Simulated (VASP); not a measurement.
Here is a VASP 6.6.1 calculation.

File INCAR:

```
SYSTEM = Cu
  PREC = Accurate
  ENCUT = 600
  EDIFF = 1E-6
  ISMEAR = -1
  SIGMA = 0.1
  LREAL = .FALSE.
  LASPH = .TRUE.
  NELM = 80
  ALGO = Normal
  ISIF = 3
  LWAVE = .FALSE.
  LCHARG = .FALSE.
  GGA = PE
  IBRION = 2
  NSW = 80
  EDIFFG = -0.01
```

The input KPOINTS:

```
Automatic mesh
0
G
  14 14 4
  0 0 0
```

The input POSCAR:

```
Cu
1.0
    2.5561591618      0.0000000000      0.0000000000
   -1.2780795809      2.2136987702      0.0000000000
    0.0000000000      0.0000000000      8.3484158223
Cu
4
Direct
    0.0000000000      0.0000000000      0.0000000000
    0.0000000000      0.0000000000      0.5000000000
    0.3333333333      0.6666666667      0.2500000000
    0.6666666667      0.3333333333      0.7500000000
```

Potentials or basis: VASP PAW PBE potentials, release 64 (Cu).

Launch:

```bash
$ cat potpaw_PBE.64/Cu/POTCAR > POTCAR
$ mpirun -np 1 vasp_std > vasp.out
```

(1) Estimate the relaxed cell.

(2) Estimate the band gap on the k mesh.

Results:

(1) a = 2.571 Å, b = 2.571 Å, c = 8.396 Å, α = 90.00°, β = 90.00°, γ = 120.00°.

(2) zero (band 22 reaches 10.11 eV, above the bottom of band 23 at 5.60 eV).
